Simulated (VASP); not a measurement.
Write the native input for VASP 6.6.1 that does the following.

| Item | Value |
| --- | --- |
| Task | single point |
| Functional | LDA |
| Potentials or basis | VASP PAW LDA potentials, release 64 (N) |
| Cutoff | 520 eV |
| k mesh | 5 × 5 × 5 |
| Occupations | fermi-dirac, width 0.05 eV |
| Spin | no spin polarisation |
| Dipole correction | no |
| Further INCAR settings | ALGO = Normal; EDIFF = 1e-07; NBANDS = 30 |

The structure of N lies in POSCAR:

```
N
1.0
    5.5605176600      0.0000000000      0.0000000000
    0.0000000000      5.5605176600      0.0000000000
    0.0000000000      0.0000000000      5.5605176600
N
8
Direct
    0.0573973300      0.4426026700      0.5573973300
    0.4426026700      0.5573973300      0.0573973300
    0.5573973300      0.0573973300      0.4426026700
    0.9426026700      0.9426026700      0.9426026700
    0.9426026700      0.5573973300      0.4426026700
    0.5573973300      0.4426026700      0.9426026700
    0.4426026700      0.9426026700      0.5573973300
    0.0573973300      0.0573973300      0.0573973300
```

The input as run:

INCAR

```
PREC = Accurate
ENCUT = 520
EDIFF = 1E-7
ISMEAR = -1
SIGMA = 0.05
LREAL = F
LASPH = T
NELM = 100
ALGO = Normal
ISIF = 2
LWAVE = F
LCHARG = F
NBANDS = 30
```

KPOINTS

```
regular mesh
0
Gamma
  5 5 5
```

Potentials or basis: VASP PAW LDA potentials, release 64 (N).

Run with:

```bash
$ cat potpaw_LDA.64/N/POTCAR > POTCAR
$ mpirun -np 1 vasp_std > vasp.out
```

It gave:

```
Pressure               : -1.2 GPa
Largest force          : 0.376 eV/Å
Band gap on the k mesh : 7.05 eV (least direct gap 7.08 eV)
```

Caveat: the standard files for N, O and F lose accuracy on very short bonds; an odd mesh through Γ misses points on the zone boundary, where band edges can lie.

Wall time 98 s on 1 thread of Intel Xeon 8259CL, with other jobs on the host, peak memory 0.21 GiB.
